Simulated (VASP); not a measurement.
Runs of VASP 6.6.1 on In3Se. The structure is that of space group Pm-3m (No. 221), or close to it. The cells are those of the table. 

| cell | gap on the mesh (eV) | pressure (GPa) |
| --- | --- | --- |
| a = 4.381, b = 4.588, c = 4.588 Å, 4 atoms | none | (b) |
| a = 4.519, b = 4.588, c = 4.588 Å, 4 atoms | none | 0.8 |
| a = 4.829, b = 4.588, c = 4.588 Å, 4 atoms | none | (a) |
| a = 4.450, b = 4.588, c = 4.588 Å, 4 atoms | none | 1.6 |
| a = 4.794, b = 4.588, c = 4.588 Å, 4 atoms | none | -2.0 |

Alike in all rows: task single point; level PBEsol+D3(BJ); potentials or basis VASP PAW PBE potentials, release 64 (In_d, Se); no spin polarisation; k mesh 10 × 10 × 10; cutoff (eV) 520; smearing gaussian 0.15 eV.

Question: Estimate the missing entries.

Answer: (a) -2.3; (b) 2.6.

Caveats: the PAW data sets were made with another functional, which shifts forces and pressure a little; spin-orbit coupling is left out, which moves the levels of the heavy elements.

A k mesh can miss the band edges, and the runs leave out spin-orbit coupling on In, Se.

A gap of «none» marks levels without a gap at the run's occupations.
